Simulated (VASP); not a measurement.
# CuO in VASP: a series of runs

Aim: see how the results for CuO move with the level of theory and the settings. Levels: PBEsol, RPBE, PBEsol+D3(BJ). Tasks: single point.

Program: VASP 6.6.1. These are calculated values, not measurements. Logs are shortened: lines on timing, memory, paths and dates and some standing lists are left out, and cuts for length are marked.

## 1. The cell of the first run

The typed cell holds 4 atoms: a = 2.880 Å, b = 2.880 Å, c = 5.176 Å, α = 89.81°, β = 89.81°, γ = 89.22°.

## 2. Single point, PBEsol

The input, INCAR:

```
ALGO = Normal
EDIFF = 1E-6
ENCUT = 520
GGA = PS
ISIF = 2
ISMEAR = -1
LASPH = T
LCHARG = T
LELF = T
LREAL = F
LVHAR = T
LWAVE = F
NBANDS = 25
NELM = 60
PREC = Accurate
SIGMA = 0.03
```

The input, KPOINTS:

```
k-points
0
Gamma
  5 5 3
```

The input, POSCAR:

```
CuO
1.0
    2.8795009639      0.0000000000      0.0000000000
    0.0390727580      2.8792794796      0.0000000000
    0.0174953863      0.0172449008      5.1763391994
Cu O
2 2
Direct
    0.0000000000      0.5000000000      0.0000000000
    0.5000000000      0.0000000000      0.5000000000
    0.9984239700      0.0016717800      0.7498871000
    0.0015760300      0.9983282200      0.2501129000
```

Potentials or basis: VASP PAW PBE potentials, release 64 (Cu, O).

The run is started by

```
$ cat potpaw_PBE.64/Cu/POTCAR potpaw_PBE.64/O/POTCAR > POTCAR
$ mpirun -np 1 vasp_std > vasp.out
```

OUTCAR:

```text
EDIFF = 1E-6
   ENCUT = 520
   GGA = PS
   ISIF = 2
   ISMEAR = -1
   LASPH = T
   LREAL = F
   NELM = 60
   PREC = Accurate

 ion  position               nearest neighbor table
   1  0.000  0.500  0.000-   3 1.94   4 1.94   3 1.94   4 1.94
   2  0.500  0.000  0.500-   3 1.94   4 1.94   4 1.94   3 1.94
   3  0.998  0.002  0.750-   2 1.94   2 1.94   1 1.94   1 1.94
   4  0.002  0.998  0.250-   2 1.94   2 1.94   1 1.94   1 1.94

  LATTYP: Found a base centered monoclinic cell.
 ALAT       =    11.1169163425
 B/A-ratio  =     0.3638182808
 C/A-ratio  =     0.4656324948
 COS(beta)  =    -0.9295148209

  Lattice vectors:

 A1 = (   2.8620055776,  -0.0172449008,  -5.1763391994)
 A2 = (   0.0215773717,   2.8620345788,  -5.1763391994)
 A3 = (   0.0174953863,   0.0172449008,   5.1763391994)

Analysis of symmetry for initial positions (statically):
=====================================================================
 Subroutine PRICEL returns:
 Original cell was already a primitive cell.

 Routine SETGRP: Setting up the symmetry group for a
 base centered monoclinic supercell.

 Subroutine GETGRP returns: Found  2 space group operations
 (whereof  2 operations were pure point group operations)
 out of a pool of  4 trial point group operations.

The static configuration has the point symmetry S_2 .

Analysis of symmetry for dynamics (positions and initial velocities):
=====================================================================
 Subroutine PRICEL returns:
 Original cell was already a primitive cell.

 Routine SETGRP: Setting up the symmetry group for a
 base centered monoclinic supercell.

 Subroutine GETGRP returns: Found  2 space group operations
 (whereof  2 operations were pure point group operations)
 out of a pool of  4 trial point group operations.

The dynamic configuration has the point symmetry S_2 .

 Subroutine INISYM returns: Found  2 space group operations
 (whereof  2 operations are pure point group operations),
 and found     1 'primitive' translations

----------------------------------------------------------------------------------------

                                     Primitive cell

  volume of cell :      42.9164

  direct lattice vectors                    reciprocal lattice vectors
     2.879500964  0.000000000  0.000000000     0.347282398 -0.004712735 -0.001158071
     0.039072758  2.879279480  0.000000000     0.000000000  0.347309112 -0.001157055
     0.017495386  0.017244901  5.176339199     0.000000000  0.000000000  0.193186722

  length of vectors
     2.879500964  2.879544582  5.176397491     0.347316304  0.347311040  0.193186722

  position of ions in fractional coordinates (direct lattice)
     1.000000000  0.500000000  0.000000000
     0.500000000  0.000000000  0.500000000
     0.998423970  0.001671780  0.749887100
     0.001576030  0.998328220  0.250112900

  ion indices of the primitive-cell ions
   primitive index   ion index
                 1           1
                 2           2
                 3           3
                 4           4

----------------------------------------------------------------------------------------

 KPOINTS: k-points

Automatic generation of k-mesh.
 Grid dimensions read from file:
 generate k-points for:    5    5    3

 Generating k-lattice:

  Cartesian coordinates                     Fractional coordinates (reciprocal lattice)
     0.069456480 -0.000942547 -0.000231614     0.200000000 -0.000000000  0.000000000
     0.000000000  0.069461822 -0.000231411     0.000000000  0.200000000  0.000000000
     0.000000000  0.000000000  0.064395574     0.000000000  0.000000000  0.333333333

  Length of vectors
     0.069463261  0.069462208  0.064395574

  Shift w.r.t. Gamma in fractional coordinates (k-lattice)
     0.000000000  0.000000000  0.000000000

 Subroutine IBZKPT returns following result:
 ===========================================

 Found     38 irreducible k-points:

 Following reciprocal coordinates:
            Coordinates               Weight
  0.000000  0.000000  0.000000      1.000000
  0.200000  0.000000 -0.000000      2.000000
  0.000000 -0.200000  0.000000      2.000000
  0.400000  0.000000 -0.000000      2.000000
  0.000000 -0.400000  0.000000      2.000000
  0.200000  0.200000  0.000000      2.000000
[... 16 lines left out ...]
  0.200000  0.200000  0.333333      2.000000
  0.400000  0.200000  0.333333      2.000000
 [... further k-points ...]
   k-points           NKPTS =     38   k-points in BZ     NKDIM =     38   number of bands    NBANDS=     25
   number of dos      NEDOS =    301   number of ions     NIONS =      4
   total plane-waves  NPLWV =  23040
   dimension x,y,z NGX =    24 NGY =   24 NGZ =   40
   dimension x,y,z NGXF=    48 NGYF=   48 NGZF=   80
   ions per type =               2   2
   NGX,Y,Z   is equivalent  to a cutoff of  13.86, 13.86, 12.85 a.u.
   NGXF,Y,Z  is equivalent  to a cutoff of  27.71, 27.71, 25.69 a.u.
 SYSTEM =  unknown system
   PREC   = accura    normal or accurate (medium, high low for compatibility)
   ISTART =      0    job   : 0-new  1-cont  2-samecut
   ICHARG =      2    charge: 1-file 2-atom 10-const
   ISPIN  =      1    spin polarized calculation?
   LNONCOLLINEAR =      F non collinear calculations
   LSORBIT =      F    spin-orbit coupling
   LASPH  =      T    aspherical Exc in radial PAW
   ENCUT  =  520.0 eV  38.22 Ry    6.18 a.u.   5.35  5.35  9.62*2*pi/ulx,y,z
   NELM   =     60;   NELMIN=  2; NELMDL= -5     # of ELM steps
   EDIFF  = 0.1E-05   stopping-criterion for ELM
   LREAL  =      F    real-space projection
   EDIFFG = 0.1E-04   stopping-criterion for IOM
   NSW    =      0    number of steps for IOM
   IBRION =     -1    ionic relax: 0-MD 1-quasi-New 2-CG
   NFREE  =      0    steps in history (QN), initial steepest desc. (CG)
   ISIF   =      2    stress and relaxation
   ISYM   =      2    0-nonsym 1-usesym 2-fastsym
   POTIM  = 0.5000    time-step for ionic-motion
   TEBEG  =    0.0;   TEEND  =   0.0 temperature during run
   PSTRESS=    0.0 pullay stress
   NELECT =      34.0000    total number of electrons
   NUPDOWN=      -1.0000    fix difference up-down
   EMIN   =  10.00;   EMAX   =-10.00  energy-range for DOS
   EFERMI =   0.00;   METHOD = LEGACY
   ISMEAR =    -1;   SIGMA  =   0.03  broadening in eV -4-tet -1-fermi 0-gaus
   EFERMI_NEDOS =   21; number of points for ismear=-14 and -15
   IALGO  =     38    algorithm
   IMIX   =      4    mixing-type and parameters
     AMIX     =   0.40;   BMIX     =  1.00
     AMIX_MAG =   1.60;   BMIX_MAG =  1.00
  volume/ion in A,a.u.               =      10.73        72.40
  Fermi-wavevector in a.u.,A,eV,Ry     =   1.514816  2.862587 31.220846  2.294667
  Thomas-Fermi vector in A             =   2.624423
   LORBIT       =      0    0 simple, 1 ext, 2 COOP (PROOUT), +10 PAW based schemes
   GGA     = PS    functional components
   LHFCALC =     F    Hartree Fock is set to
   AEXX    =    0.0000 exact exchange contribution
   IVDW    =     0    specifies the selected vdW correction
   LEPSILON=     F    determine dielectric tensor
   LRPA    =     F    only Hartree local field effects (RPA)
 non-spin polarized calculation
  energy-cutoff  :      520.00
  volume of cell :       42.92
 maximum number of plane-waves:      1170
 NGX is ok and might be reduce to    24
   NGX = 11   NGY = 11   NGZ = 19

 number of electron      33.9999982 magnetization

 Free energy of the ion-electron system (eV)
  ---------------------------------------------------
  ext. energy  EPLUGINS =         0.00000000
  ---------------------------------------------------
  free energy    TOTEN  =       -21.48517597 eV

  energy without entropy =      -21.47776608  energy(sigma->0) =      -21.48147102

 E-fermi :   5.1741     XC(G=0): -11.7809

 val. band max:        4.9804184399   @ k =  -0.2000   0.2000  -0.3333
 cond. band min:       5.2174625521   @ k =   0.4000   0.2000  -0.3333
 fundamental gap:      0.2370441122
 Fermi energy:         5.1741326448

 k-point     1 :       0.0000    0.0000    0.0000
  band No.  band energies     occupation
      1     -14.8553      2.00000
      2     -13.5199      2.00000
      3      -3.3608      2.00000
      4      -0.4839      2.00000
      5      -0.4565      2.00000
      6       1.2080      2.00000
[... 17 lines left out ...]
     24      19.8307      0.00000
     25      20.0535      0.00000

 k-point     2 :       0.2000    0.0000   -0.0000
  band No.  band energies     occupation
      1     -14.6379      2.00000
      2     -13.4491      2.00000
      3      -2.9937      2.00000
      4      -0.6822      2.00000
      5      -0.3640      2.00000
      6      -0.3214      2.00000
[... 17 lines left out ...]
     24      20.0850      0.00000
     25      20.5101      0.00000

 k-point     3 :       0.0000   -0.2000    0.0000
  band No.  band energies     occupation
      1     -14.6381      2.00000
      2     -13.4488      2.00000
      3      -2.9943      2.00000
      4      -0.6771      2.00000
      5      -0.3712      2.00000
      6      -0.3201      2.00000
[... 17 lines left out ...]
     24      20.0838      0.00000
     25      20.5042      0.00000

 k-point     4 :       0.4000    0.0000   -0.0000
  band No.  band energies     occupation
      1     -14.2515      2.00000
      2     -13.3315      2.00000
      3      -2.3267      2.00000
      4      -2.0016      2.00000
      5      -0.7826      2.00000
      6      -0.1890      2.00000
[... 17 lines left out ...]
     24      18.3851      0.00000
     25      20.3152      0.00000
[... 477 lines left out ...]
 k-point    22 :       0.0000    0.2000   -0.3333
  band No.  band energies     occupation
      1     -14.3816      2.00000
      2     -13.7868      2.00000
      3      -2.1698      2.00000
      4      -0.7695      2.00000
      5      -0.4156      2.00000
      6      -0.1844      2.00000
[... 17 lines left out ...]
     24      18.6948      0.00000
     25      20.6627      0.00000

 k-point    23 :       0.2000    0.2000    0.3333
  band No.  band energies     occupation
      1     -14.1994      2.00000
      2     -13.6792      2.00000
      3      -1.9605      2.00000
      4      -1.0718      2.00000
      5      -0.3778      2.00000
      6       0.0124      2.00000
[... 17 lines left out ...]
     24      17.3448      0.00000
     25      19.1622      0.00000

 k-point    24 :       0.4000    0.2000    0.3333
  band No.  band energies     occupation
      1     -13.8965      2.00000
      2     -13.4726      2.00000
      3      -1.6242      2.00000
      4      -1.5896      2.00000
      5      -0.8851      2.00000
      6      -0.6035      2.00000
[... 17 lines left out ...]
     24      18.0120      0.00000
     25      19.5209      0.00000

 [... further k-points ...]

------------------------ aborting loop because EDIFF is reached ----------------------------------------

  FORCE on cell =-STRESS in cart. coord.  units (eV):
  Direction    XX          YY          ZZ          XY          YZ          ZX
  --------------------------------------------------------------------------------------
  -------------------------------------------------------------------------------------
  Total       -0.1627445     -0.1768980     -0.9139101     -0.0269243      0.0015603     -0.0021139
  in kB       -6.0756543     -6.6040406    -34.1185284     -1.0051493      0.0582516     -0.0789170
  external PRESSURE =     -15.5994078 kB  Pullay stress =       0.0000000 kB

 VOLUME and BASIS-vectors are now :
 -----------------------------------------------------------------------------
  energy-cutoff  :      520.00
  volume of cell :       42.92
      direct lattice vectors                 reciprocal lattice vectors
     2.879500964  0.000000000  0.000000000     0.347282398 -0.004712735 -0.001158071
     0.039072758  2.879279480  0.000000000     0.000000000  0.347309112 -0.001157055
     0.017495386  0.017244901  5.176339199     0.000000000  0.000000000  0.193186722

 POSITION                                       TOTAL-FORCE (eV/Angst)
 -----------------------------------------------------------------------------------
      0.01954      1.43964      0.00000         0.000000     -0.000000      0.000000
      1.44850      0.00862      2.58817        -0.000000      0.000000      0.000000
      2.88815      0.01775      3.88167         0.004130     -0.005508      0.011241
      0.04792      2.87878      1.29467        -0.004130      0.005508     -0.011241
 -----------------------------------------------------------------------------------
    total drift:                                0.000000     -0.000000     -0.000000

  FREE ENERGIE OF THE ION-ELECTRON SYSTEM (eV)
  ---------------------------------------------------
  free  energy   TOTEN  =       -21.4851759666 eV

  energy  without entropy=      -21.4777660783  energy(sigma->0) =      -21.48147102
```

It took 75 s on 1 thread of Intel Xeon 8259CL, shared host; peak memory 0.18 GiB.

What came out:

```
Free energy            : -21.4852 eV
Pressure               : -1.6 GPa
Largest force          : 0.013 eV/Å
Band gap on the k mesh : zero (band 17 reaches 5.75 eV, above the bottom of band 18 at 4.96 eV)
```

Forces in eV/Å, atoms in the order of the input:
```
Cu   0.000  0.000  0.000
Cu   0.000  0.000  0.000
O    0.004 -0.006  0.011
O   -0.004  0.006 -0.011
```

Stress tensor (GPa, compression positive):
```
-0.61 -0.10 -0.01
-0.10 -0.66  0.01
-0.01  0.01 -3.41
```

Caveat: the k points lie up to 0.44 Å⁻¹ apart; the PAW data sets were made with another functional, which shifts forces and pressure a little; semilocal functionals often make such compounds metallic where correlation or magnetic order opens a gap, which also shifts bond lengths. With open d or f shells a metallic result of PBEsol can be an artefact of self-interaction; +U or a hybrid may open a gap.

(Continued in part 2 of 2.)
